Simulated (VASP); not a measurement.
# AlGa3N4 (P-43m) in VASP: single point with PBEsol

Aim: the single point of AlGa3N4 with PBEsol.

All numbers are computed with VASP 6.6.1; they aren't measurements. Logs are shortened: lines on timing, memory, paths and dates and some standing lists are left out, and cuts for length are marked.

## 1. The cell of the first run

Symmetry: P-43m, No. 215, cubic system. The conventional cell has a = 4.472 Å, b = 4.472 Å, c = 4.472 Å, α = 90.00°, β = 90.00°, γ = 90.00°. Al (site symmetry -43m) has 4 N at 1.89 Å within 2.5 Å. Within 2.6 Å of Ga (site symmetry -42m) lie 4 N at 1.95 Å. Within 2.5 Å of N (site symmetry 3m) lie 1 Al at 1.89 Å and 3 Ga at 1.95 Å.

## 2. Single point, PBEsol

Input file INCAR:

```
SYSTEM = AlGa3N4
ALGO = Normal ; EDIFF = 1E-6
ENCUT = 600 ; GGA = PS
GGA_COMPAT = .False. ; ISIF = 2
ISMEAR = -1 ; LASPH = .True.
LCHARG = .False. ; LREAL = .False.
LWAVE = .False. ; NBANDS = 41
NELM = 120 ; PREC = Accurate
SIGMA = 0.02
```

Input file KPOINTS:

```
k-points
0
Gamma
  5 5 5
  0 0 0
```

Input file POSCAR:

```
AlGa3N4
1.0
    4.4716850000      0.0000000000      0.0000000000
    0.0000000000      4.4716850000      0.0000000000
    0.0000000000      0.0000000000      4.4716850000
Al Ga N
1 3 4
Direct
    0.0000000000      0.0000000000      0.0000000000
    0.5000000000      0.5000000000      0.0000000000
    0.0000000000      0.5000000000      0.5000000000
    0.5000000000      0.0000000000      0.5000000000
    0.7557140000      0.7557140000      0.2442860000
    0.2442860000      0.2442860000      0.2442860000
    0.2442860000      0.7557140000      0.7557140000
    0.7557140000      0.2442860000      0.7557140000
```

Potentials or basis: VASP PAW PBE potentials, release 64 (Al, Ga_d, N).

Run with:

```
$ cat potpaw_PBE.64/Al/POTCAR potpaw_PBE.64/Ga_d/POTCAR potpaw_PBE.64/N/POTCAR > POTCAR
$ mpirun -np 1 vasp_std > vasp.out
```

OUTCAR:

```text
SYSTEM = AlGa3N4
   EDIFF = 1E-6
   ENCUT = 600
   GGA = PS
   ISIF = 2
   ISMEAR = -1
   LASPH = .True.
   LREAL = .False.
   NELM = 120
   PREC = Accurate

 ion  position               nearest neighbor table
   1  0.000  0.000  0.000-   5 1.89   6 1.89   7 1.89   8 1.89
   2  0.500  0.500  0.000-   5 1.95   6 1.95   7 1.95   8 1.95
   3  0.000  0.500  0.500-   5 1.95   6 1.95   7 1.95   8 1.95
   4  0.500  0.000  0.500-   5 1.95   6 1.95   7 1.95   8 1.95
   5  0.756  0.756  0.244-   1 1.89   2 1.95   3 1.95   4 1.95
   6  0.244  0.244  0.244-   1 1.89   2 1.95   3 1.95   4 1.95
   7  0.244  0.756  0.756-   1 1.89   2 1.95   3 1.95   4 1.95
   8  0.756  0.244  0.756-   1 1.89   2 1.95   3 1.95   4 1.95

  LATTYP: Found a simple cubic cell.
 ALAT       =     4.4716850000

  Lattice vectors:

 A1 = (   4.4716850000,   0.0000000000,   0.0000000000)
 A2 = (   0.0000000000,   4.4716850000,   0.0000000000)
 A3 = (   0.0000000000,   0.0000000000,   4.4716850000)

Analysis of symmetry for initial positions (statically):
=====================================================================
 Subroutine PRICEL returns:
 Original cell was already a primitive cell.

 Routine SETGRP: Setting up the symmetry group for a
 simple cubic supercell.

 Subroutine GETGRP returns: Found 24 space group operations
 (whereof 24 operations were pure point group operations)
 out of a pool of 48 trial point group operations.

The static configuration has the point symmetry T_d .

Analysis of symmetry for dynamics (positions and initial velocities):
=====================================================================
 Subroutine PRICEL returns:
 Original cell was already a primitive cell.

 Routine SETGRP: Setting up the symmetry group for a
 simple cubic supercell.

 Subroutine GETGRP returns: Found 24 space group operations
 (whereof 24 operations were pure point group operations)
 out of a pool of 48 trial point group operations.

The dynamic configuration has the point symmetry T_d .

 Subroutine INISYM returns: Found 24 space group operations
 (whereof 24 operations are pure point group operations),
 and found     1 'primitive' translations

----------------------------------------------------------------------------------------

                                     Primitive cell

  volume of cell :      89.4157

  direct lattice vectors                    reciprocal lattice vectors
     4.471685000  0.000000000  0.000000000     0.223629348  0.000000000  0.000000000
     0.000000000  4.471685000  0.000000000     0.000000000  0.223629348  0.000000000
     0.000000000  0.000000000  4.471685000     0.000000000  0.000000000  0.223629348

  length of vectors
     4.471685000  4.471685000  4.471685000     0.223629348  0.223629348  0.223629348

  position of ions in fractional coordinates (direct lattice)
     0.000000000  0.000000000  0.000000000
     0.500000000  0.500000000  0.000000000
     0.000000000  0.500000000  0.500000000
     0.500000000  0.000000000  0.500000000
     0.755714000  0.755714000  0.244286000
     0.244286000  0.244286000  0.244286000
     0.244286000  0.755714000  0.755714000
     0.755714000  0.244286000  0.755714000

  ion indices of the primitive-cell ions
   primitive index   ion index
                 1           1
                 2           2
                 3           3
                 4           4
                 5           5
                 6           6
                 7           7
                 8           8

----------------------------------------------------------------------------------------

 KPOINTS: k-points

Automatic generation of k-mesh.
 Grid dimensions read from file:
 generate k-points for:    5    5    5

 Generating k-lattice:

  Cartesian coordinates                     Fractional coordinates (reciprocal lattice)
     0.044725870  0.000000000  0.000000000     0.200000000  0.000000000  0.000000000
     0.000000000  0.044725870  0.000000000     0.000000000  0.200000000  0.000000000
     0.000000000  0.000000000  0.044725870     0.000000000  0.000000000  0.200000000

  Length of vectors
     0.044725870  0.044725870  0.044725870

  Shift w.r.t. Gamma in fractional coordinates (k-lattice)
     0.000000000  0.000000000  0.000000000

 Subroutine IBZKPT returns following result:
 ===========================================

 Found     10 irreducible k-points:

 Following reciprocal coordinates:
            Coordinates               Weight
  0.000000  0.000000  0.000000      1.000000
  0.200000  0.000000  0.000000      6.000000
  0.400000  0.000000  0.000000      6.000000
  0.200000  0.200000  0.000000     12.000000
  0.400000  0.200000  0.000000     24.000000
  0.400000  0.400000  0.000000     12.000000
  0.200000  0.200000  0.200000      8.000000
  0.400000  0.200000  0.200000     24.000000
  0.400000  0.400000  0.200000     24.000000
  0.400000  0.400000  0.400000      8.000000
   k-points           NKPTS =     10   k-points in BZ     NKDIM =     10   number of bands    NBANDS=     41
   number of dos      NEDOS =    301   number of ions     NIONS =      8
   total plane-waves  NPLWV =  46656
   dimension x,y,z NGX =    36 NGY =   36 NGZ =   36
   dimension x,y,z NGXF=    72 NGYF=   72 NGZF=   72
   ions per type =               1   3   4
   NGX,Y,Z   is equivalent  to a cutoff of  13.38, 13.38, 13.38 a.u.
   NGXF,Y,Z  is equivalent  to a cutoff of  26.77, 26.77, 26.77 a.u.
 SYSTEM =  AlGa3N4
   PREC   = accura    normal or accurate (medium, high low for compatibility)
   ISTART =      0    job   : 0-new  1-cont  2-samecut
   ICHARG =      2    charge: 1-file 2-atom 10-const
   ISPIN  =      1    spin polarized calculation?
   LNONCOLLINEAR =      F non collinear calculations
   LSORBIT =      F    spin-orbit coupling
   LASPH  =      T    aspherical Exc in radial PAW
   ENCUT  =  600.0 eV  44.10 Ry    6.64 a.u.   8.93  8.93  8.93*2*pi/ulx,y,z
   NELM   =    120;   NELMIN=  2; NELMDL= -5     # of ELM steps
   EDIFF  = 0.1E-05   stopping-criterion for ELM
   LREAL  =      F    real-space projection
   EDIFFG = 0.1E-04   stopping-criterion for IOM
   NSW    =      0    number of steps for IOM
   IBRION =     -1    ionic relax: 0-MD 1-quasi-New 2-CG
   NFREE  =      0    steps in history (QN), initial steepest desc. (CG)
   ISIF   =      2    stress and relaxation
   ISYM   =      2    0-nonsym 1-usesym 2-fastsym
   POTIM  = 0.5000    time-step for ionic-motion
   TEBEG  =    0.0;   TEEND  =   0.0 temperature during run
   PSTRESS=    0.0 pullay stress
   NELECT =      62.0000    total number of electrons
   NUPDOWN=      -1.0000    fix difference up-down
   EMIN   =  10.00;   EMAX   =-10.00  energy-range for DOS
   EFERMI =   0.00;   METHOD = LEGACY
   ISMEAR =    -1;   SIGMA  =   0.02  broadening in eV -4-tet -1-fermi 0-gaus
   EFERMI_NEDOS =   21; number of points for ismear=-14 and -15
   IALGO  =     38    algorithm
   IMIX   =      4    mixing-type and parameters
     AMIX     =   0.40;   BMIX     =  1.00
     AMIX_MAG =   1.60;   BMIX_MAG =  1.00
  volume/ion in A,a.u.               =      11.18        75.43
  Fermi-wavevector in a.u.,A,eV,Ry     =   1.448997  2.738208 28.566693  2.099593
  Thomas-Fermi vector in A             =   2.566774
   LORBIT       =      0    0 simple, 1 ext, 2 COOP (PROOUT), +10 PAW based schemes
   GGA     = PS    functional components
   LHFCALC =     F    Hartree Fock is set to
   AEXX    =    0.0000 exact exchange contribution
   IVDW    =     0    specifies the selected vdW correction
   LEPSILON=     F    determine dielectric tensor
   LRPA    =     F    only Hartree local field effects (RPA)
 non-spin polarized calculation
  energy-cutoff  :      600.00
  volume of cell :       89.42
 maximum number of plane-waves:      3005
 NGX is ok and might be reduce to    36
   NGX = 17   NGY = 17   NGZ = 17

 number of electron      61.9999968 magnetization

 Free energy of the ion-electron system (eV)
  ---------------------------------------------------
  ext. energy  EPLUGINS =         0.00000000
  ---------------------------------------------------
  free energy    TOTEN  =       -54.97227239 eV

  energy without entropy =      -54.97227239  energy(sigma->0) =      -54.97227239

 E-fermi :   5.7286     XC(G=0): -11.7296

 val. band max:        5.2766920072   @ k =   0.0000   0.0000   0.0000
 cond. band min:       7.5718259993   @ k =   0.0000   0.0000   0.0000
 fundamental gap:      2.2951339921
 Fermi energy:         5.7285507387

 k-point     1 :       0.0000    0.0000    0.0000
  band No.  band energies     occupation
      1     -10.3775      2.00000
      2      -9.0889      2.00000
      3      -9.0889      2.00000
      4      -9.0889      2.00000
      5      -7.8334      2.00000
      6      -7.8112      2.00000
[... 33 lines left out ...]
     40      16.0215      0.00000
     41      16.0218      0.00000

 k-point     2 :       0.2000    0.0000    0.0000
  band No.  band energies     occupation
      1     -10.2170      2.00000
      2      -9.1444      2.00000
      3      -9.0912      2.00000
      4      -9.0912      2.00000
      5      -7.8254      2.00000
      6      -7.8064      2.00000
[... 33 lines left out ...]
     40      16.3230      0.00000
     41      17.0111      0.00000

 k-point     3 :       0.4000    0.0000    0.0000
  band No.  band energies     occupation
      1      -9.8129      2.00000
      2      -9.3616      2.00000
      3      -9.0950      2.00000
      4      -9.0950      2.00000
      5      -7.7827      2.00000
      6      -7.7819      2.00000
[... 33 lines left out ...]
     40      16.3611      0.00000
     41      16.5142      0.00000

 k-point     4 :       0.2000    0.2000    0.0000
  band No.  band energies     occupation
      1     -10.0722      2.00000
      2      -9.1556      2.00000
      3      -9.1273      2.00000
      4      -9.0975      2.00000
      5      -7.8105      2.00000
      6      -7.8066      2.00000
[... 33 lines left out ...]
     40      16.1317      0.00000
     41      16.2963      0.00000

 k-point     5 :       0.4000    0.2000    0.0000
  band No.  band energies     occupation
      1      -9.7190      2.00000
      2      -9.3277      2.00000
      3      -9.1324      2.00000
      4      -9.1105      2.00000
      5      -7.8006      2.00000
      6      -7.7896      2.00000
[... 33 lines left out ...]
     40      15.1753      0.00000
     41      15.6424      0.00000

 k-point     6 :       0.4000    0.4000    0.0000
  band No.  band energies     occupation
      1      -9.5110      2.00000
      2      -9.2679      2.00000
      3      -9.2303      2.00000
      4      -9.1551      2.00000
      5      -7.8048      2.00000
      6      -7.7994      2.00000
[... 33 lines left out ...]
     40      14.8047      0.00000
     41      15.1148      0.00000

 k-point     7 :       0.2000    0.2000    0.2000
  band No.  band energies     occupation
      1      -9.9448      2.00000
      2      -9.1752      2.00000
      3      -9.1279      2.00000
      4      -9.1279      2.00000
      5      -7.8070      2.00000
      6      -7.8070      2.00000
[... 33 lines left out ...]
     40      16.1128      0.00000
     41      16.1767      0.00000

 k-point     8 :       0.4000    0.2000    0.2000
  band No.  band energies     occupation
      1      -9.6438      2.00000
      2      -9.3071      2.00000
      3      -9.1599      2.00000
      4      -9.1288      2.00000
      5      -7.8098      2.00000
      6      -7.7972      2.00000
[... 33 lines left out ...]
     40      15.4187      0.00000
     41      15.6479      0.00000

 k-point     9 :       0.4000    0.4000    0.2000
  band No.  band energies     occupation
      1      -9.4846      2.00000
      2      -9.2742      2.00000
      3      -9.2257      2.00000
      4      -9.1728      2.00000
      5      -7.8114      2.00000
      6      -7.8091      2.00000
[... 33 lines left out ...]
     40      15.3934      0.00000
     41      15.4329      0.00000

 k-point    10 :       0.4000    0.4000    0.4000
  band No.  band energies     occupation
      1      -9.4422      2.00000
      2      -9.2670      2.00000
      3      -9.2186      2.00000
      4      -9.2186      2.00000
      5      -7.8187      2.00000
      6      -7.8187      2.00000
[... 33 lines left out ...]
     40      15.5014      0.00000
     41      15.5062      0.00000

------------------------ aborting loop because EDIFF is reached ----------------------------------------

  FORCE on cell =-STRESS in cart. coord.  units (eV):
  Direction    XX          YY          ZZ          XY          YZ          ZX
  --------------------------------------------------------------------------------------
  -------------------------------------------------------------------------------------
  Total       -0.4721629     -0.4721629     -0.4721629      0.0000000      0.0000000      0.0000000
  in kB       -8.4603590     -8.4603590     -8.4603590      0.0000000      0.0000000      0.0000000
  external PRESSURE =      -8.4603590 kB  Pullay stress =       0.0000000 kB

 VOLUME and BASIS-vectors are now :
 -----------------------------------------------------------------------------
  energy-cutoff  :      600.00
  volume of cell :       89.42
      direct lattice vectors                 reciprocal lattice vectors
     4.471685000  0.000000000  0.000000000     0.223629348  0.000000000  0.000000000
     0.000000000  4.471685000  0.000000000     0.000000000  0.223629348  0.000000000
     0.000000000  0.000000000  4.471685000     0.000000000  0.000000000  0.223629348

 POSITION                                       TOTAL-FORCE (eV/Angst)
 -----------------------------------------------------------------------------------
      0.00000      0.00000      0.00000        -0.000000      0.000000      0.000000
      2.23584      2.23584      0.00000        -0.000000     -0.000000      0.000000
      0.00000      2.23584      2.23584        -0.000000     -0.000000      0.000000
      2.23584      0.00000      2.23584        -0.000000     -0.000000      0.000000
      3.37931      3.37931      1.09237        -0.080618     -0.080618      0.080618
      1.09237      1.09237      1.09237         0.080618      0.080618      0.080618
      1.09237      3.37931      3.37931         0.080618     -0.080618     -0.080618
      3.37931      1.09237      3.37931        -0.080618      0.080618     -0.080618
 -----------------------------------------------------------------------------------
    total drift:                               -0.000000     -0.000000     -0.000000

  FREE ENERGIE OF THE ION-ELECTRON SYSTEM (eV)
  ---------------------------------------------------
  free  energy   TOTEN  =       -54.9722723893 eV

  energy  without entropy=      -54.9722723893  energy(sigma->0) =      -54.97227239
```

It took 34 s on 1 thread of Intel Xeon Platinum 8488C (Sapphire Rapids), shared host; peak memory 0.21 GiB.

What came out:

| Item | Value |
| --- | --- |
| Free energy | -54.9723 eV |
| Pressure | -0.8 GPa |
| Largest force | 0.140 eV/Å |
| Band gap on the k mesh | 2.30 eV |

Forces on the atoms (eV/Å):
```
Al   0.000  0.000  0.000
Ga   0.000  0.000  0.000
Ga   0.000  0.000  0.000
Ga   0.000  0.000  0.000
N   -0.081 -0.081  0.081
N    0.081  0.081  0.081
N    0.081 -0.081 -0.081
N   -0.081  0.081 -0.081
```

Caveat: the PAW data sets were made with another functional, which shifts forces and pressure a little.
